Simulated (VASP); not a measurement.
# Cr (Im-3m) in VASP: further runs, part 2 of 2

VASP 6.6.1. Earlier steps stand in the parts before.

### Step 3. Electric field gradients, PBE, collinear spin, antiferromagnetic start (volume scaled by 1.06)

INCAR reads:

```
  ALGO = Normal
  EDIFF = 1E-8
  ENCUT = 520
  GGA = PE
  ISIF = 2
  ISMEAR = -1
  ISPIN = 2
  LASPH = True
  LCHARG = False
  LEFG = True
  LMAXMIX = 4
  LORBIT = 11
  LREAL = False
  LWAVE = False
  MAGMOM = -3 3
  NBANDS = 23
  NELM = 150
  PREC = Accurate
  SIGMA = 0.05
```

KPOINTS reads:

```
k-points
0
Gamma
  11 11 11
```

POSCAR reads:

```
Cr
1.0
    3.0271278509      0.0000000000      0.0000000000
    0.0000000000      3.0271278509      0.0000000000
    0.0000000000      0.0000000000      3.0271278509
Cr
2
Direct
    0.0000000000      0.0000000000      0.0000000000
    0.5000000000      0.5000000000      0.5000000000
```

Potentials or basis: VASP PAW PBE potentials, release 64 (Cr_pv).

Run with:

```bash
$ cat potpaw_PBE.64/Cr_pv/POTCAR > POTCAR
$ mpirun -np 1 vasp_std > vasp.out
```

OUTCAR:

```text
EDIFF = 1E-8
   ENCUT = 520
   GGA = PE
   ISIF = 2
   ISMEAR = -1
   ISPIN = 2
   LASPH = True
   LORBIT = 11
   LREAL = False
   NELM = 150
   PREC = Accurate

 ion  position               nearest neighbor table
   1  0.000  0.000  0.000-   2 2.62   2 2.62   2 2.62   2 2.62   2 2.62   2 2.62   2 2.62   2 2.62

   2  0.500  0.500  0.500-   1 2.62   1 2.62   1 2.62   1 2.62   1 2.62   1 2.62   1 2.62   1 2.62

  LATTYP: Found a simple cubic cell.
 ALAT       =     3.0271278509

  Lattice vectors:

 A1 = (   3.0271278509,   0.0000000000,   0.0000000000)
 A2 = (   0.0000000000,   3.0271278509,   0.0000000000)
 A3 = (   0.0000000000,   0.0000000000,   3.0271278509)

Analysis of symmetry for initial positions (statically):
=====================================================================
 Subroutine PRICEL returns following result:

  LATTYP: Found a body centered cubic cell.
 ALAT       =     3.0271278509
[... 12 lines left out ...]
 Subroutine GETGRP returns: Found 48 space group operations
 (whereof 48 operations were pure point group operations)
 out of a pool of 48 trial point group operations.

The static configuration has the point symmetry O_h .

Analysis of symmetry for dynamics (positions and initial velocities):
=====================================================================
 Subroutine PRICEL returns following result:

  LATTYP: Found a body centered cubic cell.
 ALAT       =     3.0271278509
[... 12 lines left out ...]
 Subroutine GETGRP returns: Found 48 space group operations
 (whereof 48 operations were pure point group operations)
 out of a pool of 48 trial point group operations.

The dynamic configuration has the point symmetry O_h .

Analysis of structural, dynamic, and magnetic symmetry:
=====================================================================
 Subroutine PRICEL returns following result:

  LATTYP: Found a body centered cubic cell.
 ALAT       =     3.0271278509
[... 12 lines left out ...]
 Subroutine GETGRP returns: Found 48 space group operations
 (whereof 48 operations were pure point group operations)
 out of a pool of 48 trial point group operations.

The overall configuration has the point symmetry O_h .

 Subroutine INISYM returns: Found 48 space group operations
 (whereof 48 operations are pure point group operations),
 and found     2 'primitive' translations

----------------------------------------------------------------------------------------

                                     Primitive cell

  volume of cell :      13.8695

  direct lattice vectors                    reciprocal lattice vectors
     1.513563925  1.513563925 -1.513563925     0.330346140  0.330346140  0.000000000
    -1.513563925  1.513563925  1.513563925     0.000000000  0.330346140  0.330346140
     1.513563925 -1.513563925  1.513563925     0.330346140  0.000000000  0.330346140

  length of vectors
     2.621569619  2.621569619  2.621569619     0.467179991  0.467179991  0.467179991

  position of ions in fractional coordinates (direct lattice)
     0.000000000  0.000000000  0.000000000

[... 100 lines left out ...]
   GGA     = PE    functional components
   LHFCALC =     F    Hartree Fock is set to
   AEXX    =    0.0000 exact exchange contribution
   IVDW    =     0    specifies the selected vdW correction
   LEPSILON=     F    determine dielectric tensor
   LRPA    =     F    only Hartree local field effects (RPA)
 spin polarized calculation
  energy-cutoff  :      520.00
  volume of cell :       27.74
 maximum number of plane-waves:       759
 NGX is ok and might be reduce to    24
   NGX = 11   NGY = 11   NGZ = 11

 number of electron      23.9999985 magnetization      -0.0000000

 number of electron      23.9999985 magnetization       0.0000000

 Free energy of the ion-electron system (eV)
  ---------------------------------------------------
  ext. energy  EPLUGINS =         0.00000000
  ---------------------------------------------------
  free energy    TOTEN  =       -18.79033521 eV

  energy without entropy =      -18.78654482  energy(sigma->0) =      -18.78844002

 E-fermi :   8.7386     XC(G=0): -12.5783

 val. band max:        8.7382021812   @ k =   0.3636   0.0000   0.0000
 cond. band min:       8.8124671144   @ k =   0.4545   0.4545   0.0909
 fundamental gap:      0.0742649331
 Fermi energy:         8.7386330131

 spin component 1

 k-point     1 :       0.0000    0.0000    0.0000
  band No.  band energies     occupation
      1     -35.2177      1.00000
      2     -35.2177      1.00000
      3     -35.2177      1.00000
      4     -33.0323      1.00000
      5     -33.0323      1.00000
      6     -33.0323      1.00000
[... 613 lines left out ...]
     22      19.6061      0.00000
     23      25.1154      0.00000

 [... further k-points ...]

 spin component 2

 k-point     1 :       0.0000    0.0000    0.0000
  band No.  band energies     occupation
      1     -35.2177      1.00000
      2     -35.2177      1.00000
      3     -35.2177      1.00000
      4     -33.0323      1.00000
      5     -33.0323      1.00000
      6     -33.0323      1.00000
[... 613 lines left out ...]
     22      19.6061      0.00000
     23      25.1154      0.00000

 [... further k-points ...]
[... 5 lines left out ...]
  --------------------------------------------------------------------------------------
  -------------------------------------------------------------------------------------
  Total       -2.9090992     -2.9090992     -2.9090992      0.0000000      0.0000000     -0.0000000
  in kB     -168.0261270   -168.0261270   -168.0261270      0.0000000      0.0000000     -0.0000000
  external PRESSURE =    -168.0261270 kB  Pullay stress =       0.0000000 kB

 VOLUME and BASIS-vectors are now :
 -----------------------------------------------------------------------------
  energy-cutoff  :      520.00
  volume of cell :       27.74
      direct lattice vectors                 reciprocal lattice vectors
     3.027127851  0.000000000  0.000000000     0.330346140  0.000000000  0.000000000
     0.000000000  3.027127851  0.000000000     0.000000000  0.330346140  0.000000000
     0.000000000  0.000000000  3.027127851     0.000000000  0.000000000  0.330346140

 POSITION                                       TOTAL-FORCE (eV/Angst)
 -----------------------------------------------------------------------------------
      0.00000      0.00000      0.00000        -0.000000     -0.000000     -0.000000
      1.51356      1.51356      1.51356         0.000000      0.000000      0.000000
 -----------------------------------------------------------------------------------
    total drift:                                0.000000      0.000000     -0.000000

  FREE ENERGIE OF THE ION-ELECTRON SYSTEM (eV)
  ---------------------------------------------------
  free  energy   TOTEN  =       -18.7903352142 eV

  energy  without entropy=      -18.7865448187  energy(sigma->0) =      -18.78844002

 Electric field gradients (V/A^2)
---------------------------------------------------------------------
 ion       V_xx      V_yy      V_zz      V_xy      V_xz      V_yz
---------------------------------------------------------------------
   1      -0.000    -0.000    -0.000    -0.000     0.000    -0.000
   2      -0.000    -0.000    -0.000    -0.000    -0.000     0.000
---------------------------------------------------------------------

 Electric field gradients after diagonalization (V/A^2)
 (convention: |V_zz| > |V_xx| > |V_yy|)
----------------------------------------------------------------------
 ion       V_xx      V_yy      V_zz     asymmetry (V_yy - V_xx)/ V_zz
----------------------------------------------------------------------
   1      -0.000    -0.000    -0.000      -0.313
   2      -0.000    -0.000    -0.000      -0.024
----------------------------------------------------------------------

           NMR quadrupolar parameters

 Cq : quadrupolar parameter    Cq=e*Q*V_zz/h
 eta: asymmetry parameters     (V_yy - V_xx)/ V_zz
 Q  : nuclear electric quadrupole moment in mb (millibarn)
----------------------------------------------------------------------
 ion       Cq(MHz)       eta       Q (mb)
----------------------------------------------------------------------
   1      -0.000      -0.313       1.000
   2      -0.000      -0.024       1.000
----------------------------------------------------------------------

 total charge

# of ion       s       p       d       tot
------------------------------------------
    1        0.377   6.300   4.057  10.733
    2        0.377   6.300   4.057  10.733
--------------------------------------------------
tot          0.754  12.600   8.113  21.467

 magnetization (x)

# of ion       s       p       d       tot
------------------------------------------
    1       -0.029  -0.021  -2.104  -2.153
    2        0.029   0.021   2.104   2.153
--------------------------------------------------
tot          0.000   0.000   0.000   0.000
```

OSZICAR:

```text
N       E                     dE             d eps       ncg     rms          rms(c)
DAV:   1     0.247543081040E+03    0.24754E+03   -0.13326E+04  5168   0.124E+03
DAV:   2    -0.133547725763E+02   -0.26090E+03   -0.25205E+03  5250   0.375E+02
DAV:   3    -0.212488679923E+02   -0.78941E+01   -0.78467E+01  6342   0.781E+01
DAV:   4    -0.213253116976E+02   -0.76444E-01   -0.76321E-01  5950   0.758E+00
DAV:   5    -0.213264544981E+02   -0.11428E-02   -0.11410E-02  5615   0.891E-01    0.177E+01
DAV:   6    -0.185639277555E+02    0.27625E+01   -0.98324E+00  5348   0.356E+01    0.804E+00
DAV:   7    -0.187695111334E+02   -0.20558E+00   -0.64543E-01  5579   0.754E+00    0.358E+00
DAV:   8    -0.187867409480E+02   -0.17230E-01   -0.46932E-02  5831   0.151E+00    0.101E+00
DAV:   9    -0.187888237716E+02   -0.20828E-02   -0.78209E-02  6019   0.130E+00    0.466E-01
DAV:  10    -0.187901932066E+02   -0.13694E-02   -0.80446E-03  5961   0.515E-01    0.174E-01
DAV:  11    -0.187903191762E+02   -0.12597E-03   -0.10991E-03  5761   0.225E-01    0.861E-02
DAV:  12    -0.187903340382E+02   -0.14862E-04   -0.11371E-04  5817   0.527E-02    0.202E-02
DAV:  13    -0.187903351178E+02   -0.10796E-05   -0.61049E-06  6006   0.176E-02    0.476E-03
DAV:  14    -0.187903348975E+02    0.22026E-06   -0.20032E-07  5544   0.321E-03    0.192E-03
DAV:  15    -0.187903350701E+02   -0.17258E-06   -0.19438E-07  5915   0.221E-03    0.111E-03
DAV:  16    -0.187903352109E+02   -0.14080E-06   -0.54169E-08  5385   0.118E-03    0.359E-04
DAV:  17    -0.187903352215E+02   -0.10604E-07   -0.13732E-09  2786   0.303E-04    0.217E-04
DAV:  18    -0.187903352142E+02    0.73364E-08   -0.60722E-10  2730   0.147E-04
   1 F= -.18790335E+02 E0= -.18788440E+02  d E =-.379040E-02  mag=     0.0000
```

It took 26 s on 1 thread of Intel Xeon Platinum 8481C at 2.70GHz (Sapphire Rapids), shared host; peak memory 0.18 GiB.

What came out:

```
Free energy                                           : -18.7903 eV
Pressure                                              : -16.8 GPa
Band gap on the k mesh                                : zero (filled and empty bands overlap)
Net moment                                            : 0.00 μB per cell
Site moments                                          : Cr -2.15, +2.15 μB
Valence electrons inside the program's atomic spheres : Cr 10.73
```

Levels at points of the mesh, in eV from the Fermi level:
Spin up:
| k point | band 9 | band 10 | band 11 | band 12 | band 13 | band 14 | band 15 | band 16 |
| --- | --- | --- | --- | --- | --- | --- | --- | --- |
| (0.00, 0.00, 0.00) | -3.42 | -0.94 | -0.94 | -0.94 | 1.20 | 1.20 | 2.47 | 2.47 |
Spin down:
```csv
k point,band 9,band 10,band 11,band 12,band 13,band 14,band 15,band 16
"(0.00, 0.00, 0.00)",-3.42,-0.94,-0.94,-0.94,1.20,1.20,2.47,2.47
```

Caveat: the cell differs from its parent crystal (volume scaled by 1.06); without QUAD_EFG the Cq values of the log hold for a quadrupole moment of 1 mb, not for the nuclei.

### Step 4. Density of states, PBE, collinear spin, antiferromagnetic start

This run uses another cell than the first one, of 13.08 Å³/atom, 0.943 times its volume.

POSCAR reads:

```
Cr
1.0
    2.9688993551      0.0000000000      0.0000000000
    0.0000000000      2.9688993551      0.0000000000
    0.0000000000      0.0000000000      2.9688993551
Cr
2
Direct
    0.0000000000      0.0000000000      0.0000000000
    0.5000000000      0.5000000000      0.5000000000
```

INCAR.step1 reads:

```
  PREC = Accurate
  ENCUT = 520
  EDIFF = 1E-6
  ISMEAR = -1
  SIGMA = 0.05
  LREAL = F
  LASPH = T
  NELM = 150
  ALGO = Normal
  ISIF = 2
  LWAVE = F
  LCHARG = T
  ISPIN = 2
  MAGMOM = -3 3
  LMAXMIX = 4
  GGA = PE
  NBANDS = 23
```

KPOINTS.step1 reads:

```
Automatic mesh
0
Gamma
  11 11 11
```

INCAR.step2 reads:

```
  PREC = Accurate
  ENCUT = 520
  EDIFF = 1E-6
  ISMEAR = -5
  SIGMA = 0.05
  LREAL = F
  LASPH = T
  NELM = 150
  ALGO = Normal
  ISIF = 2
  LWAVE = F
  LCHARG = F
  ISPIN = 2
  MAGMOM = -3 3
  LORBIT = 11
  LMAXMIX = 4
  GGA = PE
  NBANDS = 23
  NEDOS = 1001
  ICHARG = 11
```

KPOINTS.step2 reads:

```
Automatic mesh
0
Gamma
  17 17 17
```

Run with:

```bash
$ cat potpaw_PBE.64/Cr_pv/POTCAR > POTCAR
$ cp INCAR.step1 INCAR
$ cp KPOINTS.step1 KPOINTS
$ mpirun -np 1 vasp_std > vasp.out
$ cp INCAR.step2 INCAR
$ cp KPOINTS.step2 KPOINTS
$ mpirun -np 1 vasp_std > vasp.out
```

Wall time 50 s (1 thread of Intel Xeon Platinum 8481C at 2.70GHz (Sapphire Rapids), shared host); peak memory 0.25 GiB.

It converged, with:

```yaml
Net_moment: 0.00 μB per cell
Site_moments: Cr -1.81, +1.81 μB
Valence_electrons_inside_the_program's_atomic_spheres: Cr 10.82
```

Levels at points of the mesh, in eV from the Fermi level:
Spin up:
| k point | band 10 | band 11 | band 12 | band 13 | band 14 | band 15 |
| --- | --- | --- | --- | --- | --- | --- |
| (0.00, 0.00, 0.00) | -0.87 | -0.87 | -0.87 | 1.23 | 1.23 | 2.52 |
Spin down:
| k point | band 8 | band 9 | band 10 | band 11 | band 12 | band 13 | band 14 | band 15 | band 16 | band 17 |
| --- | --- | --- | --- | --- | --- | --- | --- | --- | --- | --- |
| (0.00, 0.00, 0.00) | -3.61 | -3.61 | -0.87 | -0.87 | -0.87 | 1.23 | 1.23 | 2.52 | 2.52 | 2.52 |

Caveat: tetrahedron occupations give inexact forces and stress in metals.
